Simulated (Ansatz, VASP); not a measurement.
PtSe2: VASP beside Ansatz

The input POSCAR:

```
PtSe2
1.0
    3.7068661351      0.0000000000      0.0000000000
   -1.8534330675      3.2102402414      0.0000000000
    0.0000000000      0.0000000000     31.1216233429
Se Pt
2 1
Direct
    0.6666666667      0.3333333333      0.4574342816
    0.3333333333      0.6666666667      0.5425657184
    0.0000000000      0.0000000000      0.5000000000
```

File INCAR.step1:

```
SYSTEM = PtSe2
PREC     = Accurate       ! precision mode
ENCUT    = 520            ! plane-wave cutoff, eV
ISMEAR   = 0              ! smearing method
SIGMA    = 0.02           ! smearing width, eV
LREAL    = .FALSE.        ! projectors in reciprocal space
LASPH    = .TRUE.         ! aspherical terms in the spheres
NELM     = 80             ! most SCF steps
LDIPOL   = .TRUE.       
IDIPOL   = 3            
DIPOL    = 0.5 0.5 0.500
NBANDS   = 18             ! bands
GGA      = PE             ! functional
ALGO     = Normal         ! electronic algorithm
EDIFF    = 1E-4           ! SCF threshold, eV
LWAVE    = .TRUE.         ! write WAVECAR
LCHARG   = .FALSE.        ! write CHGCAR
```

The input INCAR.step2:

```
SYSTEM = PtSe2
PREC     = Accurate       ! precision mode
ENCUT    = 520            ! plane-wave cutoff, eV
EDIFF    = 1E-6           ! SCF threshold, eV
ISMEAR   = 0              ! smearing method
SIGMA    = 0.02           ! smearing width, eV
LREAL    = .FALSE.        ! projectors in reciprocal space
LASPH    = .TRUE.         ! aspherical terms in the spheres
NELM     = 80             ! most SCF steps
ALGO     = Normal         ! electronic algorithm
ISIF     = 2              ! what is computed and relaxed
LWAVE    = .FALSE.        ! write WAVECAR
LCHARG   = .FALSE.        ! write CHGCAR
LDIPOL   = .TRUE.       
IDIPOL   = 3            
DIPOL    = 0.5 0.5 0.500
METAGGA  = R2SCAN         ! meta-GGA
LMIXTAU  = .TRUE.       
NBANDS   = 18             ! bands
ISTART   = 1
```

File KPOINTS:

```
regular mesh
0
G
  12 12 1
  0 0 0
```

Input for Ansatz:

```yaml
crystal:
  lattice:
    - [3.7068661351, 0.0, 0.0]
    - [-1.8534330675, 3.2102402414, 0.0]
    - [0.0, 0.0, 31.1216233429]
  atoms:
    - { symbol: Se, position: [0.6666666667, 0.3333333333, 0.4574342816] }
    - { symbol: Pt, position: [0.0, 0.0, 0.5] }
    - { symbol: Se, position: [0.3333333333, 0.6666666667, 0.5425657184] }
  periodic: [true, true, false]
basis:
  ecutwfc: 500
kpoints:
  mp_grid: { grid: [12, 12, 1] }
  band_path:
    path:
      - [0, 0, 0]
      - [0.5, 0, 0]
      - [0.3333333333333, 0.3333333333333, 0]
      - [0, 0, 0]
    npoints: 8
hamiltonian:
  xc: r2scan
scf:
  occupations: { method: gaussian, width: 0.02 }
output:
  forces: true
  stress: true
  eigenvalues: true
  populations: true
  write_density: true
  write_potential: true
  elf: true
  volumetric_format: npy
```

Alike in both runs: task single point; functional r2SCAN; k mesh 12 × 12 × 1; occupations gaussian, width 0.02 eV; no spin polarisation.

```csv
,VASP,Ansatz
version,VASP 6.6.1,Ansatz 0.2.0
potentials or method,"VASP PAW PBE potentials, release 64 (Se, Pt), cutoff 520 eV","scalar-relativistic, plane waves, PAW"
valence electrons in the cell,22,50
```

```tsv
	VASP	Ansatz	Ansatz less VASP
gap on the k mesh at the Fermi level (eV)	1.59	1.60	+0.011
least direct gap on the mesh (eV)	1.87	1.89	+0.012
rms of the force components (eV/Å)	0.046	0.050	+0.0041
```

VASP's potentials were made for PBE, not for r2SCAN. VASP's potentials hold 22 valence electrons a cell and Ansatz's 50, so a difference there can come from the potentials and not from the codes. Ansatz's warnings: xc potential rough in thin density.

Spin-orbit coupling is off throughout.
